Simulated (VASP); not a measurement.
# Rh (I4/mmm) in VASP: a series of runs

Rh is run at these levels: PBE; tasks: single point.

Program: VASP 6.6.1. These are calculated values, not measurements. Logs are shortened: lines on timing, memory, paths and dates and some standing lists are left out, and cuts for length are marked.

### 1 The cell of the first run

The structure is tetragonal, space group I4/mmm (No. 139). The conventional cell has a = 2.684 Å, b = 2.684 Å, c = 3.834 Å, α = 90.00°, β = 90.00°, γ = 90.00°. Within 3.5 Å of Rh (site symmetry 4/mmm) lie 12 Rh at 2.68 to 2.70 Å.

### 2 Single point, PBE

INCAR

```
ALGO = Normal
EDIFF = 1E-6
ENCUT = 520
GGA = PE
ISIF = 2
ISMEAR = -1
LASPH = T
LCHARG = F
LREAL = F
LWAVE = F
NBANDS = 14
NELM = 100
PREC = Accurate
SIGMA = 0.05
```

KPOINTS

```
k-points
0
Gamma
  10 10 10
```

POSCAR

```
Rh
1.0
    0.0000000000      1.8978500000      1.9168285000
    1.8978500000      0.0000000000      1.9168285000
    1.8978500000      1.8978500000      0.0000000000
Rh
1
Direct
    0.0000000000      0.0000000000      0.0000000000
```

Potentials or basis: VASP PAW PBE potentials, release 64 (Rh_pv).

The run is started by

```bash
> cat potpaw_PBE.64/Rh_pv/POTCAR > POTCAR
> mpirun -np 1 vasp_std > vasp.out
```

OUTCAR:

```text
EDIFF = 1E-6
   ENCUT = 520
   GGA = PE
   ISIF = 2
   ISMEAR = -1
   LASPH = T
   LREAL = F
   NELM = 100
   PREC = Accurate

 ion  position               nearest neighbor table
   1  0.000  0.000  0.000-

  LATTYP: Found a body centered tetragonal cell.
 ALAT       =     2.6839652093
 C/A-ratio  =     1.4283556980

  Lattice vectors:

 A1 = (  -1.8978500000,   0.0000000000,   1.9168285000)
 A2 = (   1.8978500000,   0.0000000000,   1.9168285000)
 A3 = (   0.0000000000,   1.8978500000,  -1.9168285000)

Analysis of symmetry for initial positions (statically):
=====================================================================
 Subroutine PRICEL returns:
 Original cell was already a primitive cell.

 Routine SETGRP: Setting up the symmetry group for a
 body centered tetragonal supercell.

 Subroutine GETGRP returns: Found 16 space group operations
 (whereof 16 operations were pure point group operations)
 out of a pool of 16 trial point group operations.

The static configuration has the point symmetry D_4h.

Analysis of symmetry for dynamics (positions and initial velocities):
=====================================================================
 Subroutine PRICEL returns:
 Original cell was already a primitive cell.

 Routine SETGRP: Setting up the symmetry group for a
 body centered tetragonal supercell.

 Subroutine GETGRP returns: Found 16 space group operations
 (whereof 16 operations were pure point group operations)
 out of a pool of 16 trial point group operations.

The dynamic configuration has the point symmetry D_4h.

 Subroutine INISYM returns: Found 16 space group operations
 (whereof 16 operations are pure point group operations),
 and found     1 'primitive' translations

----------------------------------------------------------------------------------------

                                     Primitive cell

  volume of cell :      13.8082

  direct lattice vectors                    reciprocal lattice vectors
     0.000000000  1.897850000  1.916828500    -0.263456016  0.263456016  0.260847541
     1.897850000  0.000000000  1.916828500     0.263456016 -0.263456016  0.260847541
     1.897850000  1.897850000  0.000000000     0.263456016  0.263456016 -0.260847541

  length of vectors
     2.697418418  2.697418418  2.683965209     0.454818188  0.454818188  0.454818188

  position of ions in fractional coordinates (direct lattice)
     0.000000000  0.000000000  0.000000000

  ion indices of the primitive-cell ions
   primitive index   ion index
                 1           1

----------------------------------------------------------------------------------------

 KPOINTS: k-points

Automatic generation of k-mesh.
 Grid dimensions read from file:
 generate k-points for:   10   10   10

 Generating k-lattice:

  Cartesian coordinates                     Fractional coordinates (reciprocal lattice)
    -0.026345602  0.026345602  0.026084754     0.100000000  0.000000000  0.000000000
     0.026345602 -0.026345602  0.026084754     0.000000000  0.100000000  0.000000000
     0.026345602  0.026345602 -0.026084754    -0.000000000 -0.000000000  0.100000000

  Length of vectors
     0.045481819  0.045481819  0.045481819

  Shift w.r.t. Gamma in fractional coordinates (k-lattice)
     0.000000000  0.000000000  0.000000000

 Subroutine IBZKPT returns following result:
 ===========================================

 Found    102 irreducible k-points:

 Following reciprocal coordinates:
            Coordinates               Weight
  0.000000  0.000000  0.000000      1.000000
  0.100000 -0.000000  0.000000      8.000000
  0.200000 -0.000000  0.000000      8.000000
  0.300000 -0.000000  0.000000      8.000000
  0.400000 -0.000000  0.000000      8.000000
  0.500000 -0.000000  0.000000      4.000000
[... 16 lines left out ...]
  0.300000  0.300000  0.000000      2.000000
  0.400000  0.300000  0.000000      8.000000
 [... further k-points ...]
   k-points           NKPTS =    102   k-points in BZ     NKDIM =    102   number of bands    NBANDS=     14
   number of dos      NEDOS =    301   number of ions     NIONS =      1
   total plane-waves  NPLWV =   8000
   dimension x,y,z NGX =    20 NGY =   20 NGZ =   20
   dimension x,y,z NGXF=    40 NGYF=   40 NGZF=   40
   ions per type =               1
   NGX,Y,Z   is equivalent  to a cutoff of  12.33, 12.33, 12.39 a.u.
   NGXF,Y,Z  is equivalent  to a cutoff of  24.65, 24.65, 24.78 a.u.
 SYSTEM =  unknown system
   PREC   = accura    normal or accurate (medium, high low for compatibility)
   ISTART =      0    job   : 0-new  1-cont  2-samecut
   ICHARG =      2    charge: 1-file 2-atom 10-const
   ISPIN  =      1    spin polarized calculation?
   LNONCOLLINEAR =      F non collinear calculations
   LSORBIT =      F    spin-orbit coupling
   LASPH  =      T    aspherical Exc in radial PAW
   ENCUT  =  520.0 eV  38.22 Ry    6.18 a.u.   5.02  5.02  4.99*2*pi/ulx,y,z
   NELM   =    100;   NELMIN=  2; NELMDL= -5     # of ELM steps
   EDIFF  = 0.1E-05   stopping-criterion for ELM
   LREAL  =      F    real-space projection
   EDIFFG = 0.1E-04   stopping-criterion for IOM
   NSW    =      0    number of steps for IOM
   IBRION =     -1    ionic relax: 0-MD 1-quasi-New 2-CG
   NFREE  =      0    steps in history (QN), initial steepest desc. (CG)
   ISIF   =      2    stress and relaxation
   ISYM   =      2    0-nonsym 1-usesym 2-fastsym
   POTIM  = 0.5000    time-step for ionic-motion
   TEBEG  =    0.0;   TEEND  =   0.0 temperature during run
   PSTRESS=    0.0 pullay stress
   NELECT =      15.0000    total number of electrons
   NUPDOWN=      -1.0000    fix difference up-down
   EMIN   =  10.00;   EMAX   =-10.00  energy-range for DOS
   EFERMI =   0.00;   METHOD = LEGACY
   ISMEAR =    -1;   SIGMA  =   0.05  broadening in eV -4-tet -1-fermi 0-gaus
   EFERMI_NEDOS =   21; number of points for ismear=-14 and -15
   IALGO  =     38    algorithm
   IMIX   =      4    mixing-type and parameters
     AMIX     =   0.40;   BMIX     =  1.00
     AMIX_MAG =   1.60;   BMIX_MAG =  1.00
  volume/ion in A,a.u.               =      13.81        93.18
  Fermi-wavevector in a.u.,A,eV,Ry     =   1.682905  3.180229 38.533998  2.832169
  Thomas-Fermi vector in A             =   2.766201
   LORBIT       =      0    0 simple, 1 ext, 2 COOP (PROOUT), +10 PAW based schemes
   GGA     = PE    functional components
   LHFCALC =     F    Hartree Fock is set to
   AEXX    =    0.0000 exact exchange contribution
   IVDW    =     0    specifies the selected vdW correction
   LEPSILON=     F    determine dielectric tensor
   LRPA    =     F    only Hartree local field effects (RPA)
 non-spin polarized calculation
  energy-cutoff  :      520.00
  volume of cell :       13.81
 maximum number of plane-waves:       382
   NGX =  9   NGY =  9   NGZ =  9

 number of electron      15.0000006 magnetization

 Free energy of the ion-electron system (eV)
  ---------------------------------------------------
  ext. energy  EPLUGINS =         0.00000000
  ---------------------------------------------------
  free energy    TOTEN  =        -7.26893665 eV

  energy without entropy =       -7.25634532  energy(sigma->0) =       -7.26264099

 E-fermi :  11.8493     XC(G=0): -14.0047

 val. band max:       11.8438641810   @ k =   0.5000   0.4000   0.1000
 cond. band min:      11.8493531363   @ k =   0.5000   0.1000   0.4000
 fundamental gap:      0.0054889553
 Fermi energy:        11.8492840304

 k-point     1 :       0.0000    0.0000    0.0000
  band No.  band energies     occupation
      1     -34.5592      2.00000
      2     -34.5534      2.00000
      3     -34.5534      2.00000
      4       3.8978      2.00000
      5       8.6914      2.00000
      6       8.7987      2.00000
      7       8.7987      2.00000
      8      10.7692      2.00000
      9      10.8995      2.00000
     10      27.8246      0.00000
     11      32.3519      0.00000
     12      33.0593      0.00000
     13      33.3646      0.00000
     14      33.3646      0.00000

 k-point     2 :       0.1000   -0.0000    0.0000
  band No.  band energies     occupation
      1     -34.6265      2.00000
      2     -34.5673      2.00000
      3     -34.5625      2.00000
      4       4.2906      2.00000
      5       8.5942      2.00000
      6       8.8796      2.00000
      7       8.9453      2.00000
      8      10.7008      2.00000
      9      10.8188      2.00000
     10      28.3706      0.00000
     11      31.4131      0.00000
     12      32.3530      0.00000
     13      33.7366      0.00000
     14      33.9399      0.00000

 k-point     3 :       0.2000   -0.0000    0.0000
  band No.  band energies     occupation
      1     -34.8101      2.00000
      2     -34.5938      2.00000
      3     -34.5863      2.00000
      4       5.2530      2.00000
      5       8.4236      2.00000
      6       9.0874      2.00000
      7       9.1761      2.00000
      8      10.7510      2.00000
      9      10.8214      2.00000
     10      28.4125      0.00000
     11      29.3879      0.00000
     12      32.3519      0.00000
     13      35.2566      0.00000
     14      35.4589      0.00000

 k-point     4 :       0.3000   -0.0000    0.0000
  band No.  band energies     occupation
      1     -35.0327      2.00000
      2     -34.6263      2.00000
      3     -34.6155      2.00000
      4       5.8830      2.00000
      5       8.9731      2.00000
      6       9.0823      2.00000
      7       9.2534      2.00000
      8      11.3274      1.99994
      9      11.3353      1.99993
     10      25.3060      0.00000
     11      28.9304      0.00000
     12      32.3521      0.00000
     13      36.0304      0.00000
     14      36.1223      0.00000

 k-point     5 :       0.4000   -0.0000    0.0000
  band No.  band energies     occupation
      1     -35.2093      2.00000
      2     -34.6524      2.00000
      3     -34.6391      2.00000
      4       5.8257      2.00000
      5       8.7344      2.00000
      6       8.8459      2.00000
      7      11.2621      1.99998
      8      12.0387      0.04428
      9      12.0743      0.02195
     10      22.1172      0.00000
     11      27.7808      0.00000
[... 276 lines left out ...]
 k-point    22 :      -0.2000    0.2000    0.0000
  band No.  band energies     occupation
      1     -35.0043      2.00000
      2     -34.7599      2.00000
      3     -34.6119      2.00000
      4       6.9168      2.00000
      5       7.8163      2.00000
      6       8.7944      2.00000
      7       9.9271      2.00000
      8      10.1391      2.00000
      9      13.0764      0.00000
     10      26.5905      0.00000
     11      28.0612      0.00000
     12      32.2473      0.00000
     13      32.3812      0.00000
     14      34.3357      0.00000

 k-point    23 :       0.3000    0.3000    0.0000
  band No.  band energies     occupation
      1     -35.0115      2.00000
      2     -34.7220      2.00000
      3     -34.7220      2.00000
      4       6.2928      2.00000
      5       6.7400      2.00000
      6      10.5508      2.00000
      7      11.0122      2.00000
      8      11.0122      2.00000
      9      11.8198      1.28651
     10      29.1055      0.00000
     11      29.1055      0.00000
     12      29.2871      0.00000
     13      32.3444      0.00000
     14      32.8064      0.00000

 k-point    24 :       0.4000    0.3000    0.0000
  band No.  band energies     occupation
      1     -35.1056      2.00000
      2     -34.7756      2.00000
      3     -34.7507      2.00000
      4       6.2510      2.00000
      5       6.5804      2.00000
      6      10.3585      2.00000
      7      11.1758      2.00000
      8      12.3007      0.00024
      9      13.1755      0.00000
     10      26.1605      0.00000
     11      27.8367      0.00000
     12      28.0101      0.00000
     13      32.3464      0.00000
     14      33.6401      0.00000

 [... further k-points ...]
[... 5 lines left out ...]
  --------------------------------------------------------------------------------------
  -------------------------------------------------------------------------------------
  Total        0.4744255      0.4744255      0.2753388      0.0000000     -0.0000000      0.0000000
  in kB       55.0480086     55.0480086     31.9478001      0.0000000     -0.0000000      0.0000000
  external PRESSURE =      47.3479391 kB  Pullay stress =       0.0000000 kB

 VOLUME and BASIS-vectors are now :
 -----------------------------------------------------------------------------
  energy-cutoff  :      520.00
  volume of cell :       13.81
      direct lattice vectors                 reciprocal lattice vectors
     0.000000000  1.897850000  1.916828500    -0.263456016  0.263456016  0.260847541
     1.897850000  0.000000000  1.916828500     0.263456016 -0.263456016  0.260847541
     1.897850000  1.897850000  0.000000000     0.263456016  0.263456016 -0.260847541

 POSITION                                       TOTAL-FORCE (eV/Angst)
 -----------------------------------------------------------------------------------
      0.00000      0.00000      0.00000         0.000000      0.000000     -0.000000
 -----------------------------------------------------------------------------------
    total drift:                                0.000000      0.000000      0.000000

  FREE ENERGIE OF THE ION-ELECTRON SYSTEM (eV)
  ---------------------------------------------------
  free  energy   TOTEN  =        -7.2689366487 eV

  energy  without entropy=       -7.2563453228  energy(sigma->0) =       -7.26264099
```

Wall time 8.7 s (1 thread of Intel Xeon Platinum 8488C (Sapphire Rapids), shared host); peak memory 0.13 GiB.

What came out:

```yaml
Free_energy: -7.2689 eV
Pressure: 4.7 GPa
```

Levels at points of the mesh, in eV from the Fermi level:
| k point | band 4 | band 5 | band 6 | band 7 | band 8 | band 9 | band 10 | band 11 |
| --- | --- | --- | --- | --- | --- | --- | --- | --- |
| (0.00, 0.00, 0.00) | -7.95 | -3.16 | -3.05 | -3.05 | -1.08 | -0.95 | 15.98 | 20.50 |
| (0.50, 0.00, 0.00) | -6.11 | -3.22 | -3.11 | 0.51 | 0.56 | 0.71 | 8.57 | 15.48 |
| (0.50, 0.50, 0.00) | -6.30 | -5.93 | 0.51 | 0.94 | 0.94 | 3.09 | 12.01 | 13.40 |
| (0.50, 0.00, 0.50) | -6.30 | -5.94 | 0.50 | 0.90 | 1.00 | 3.30 | 12.29 | 13.16 |

(Continued in part 2 of 2.)
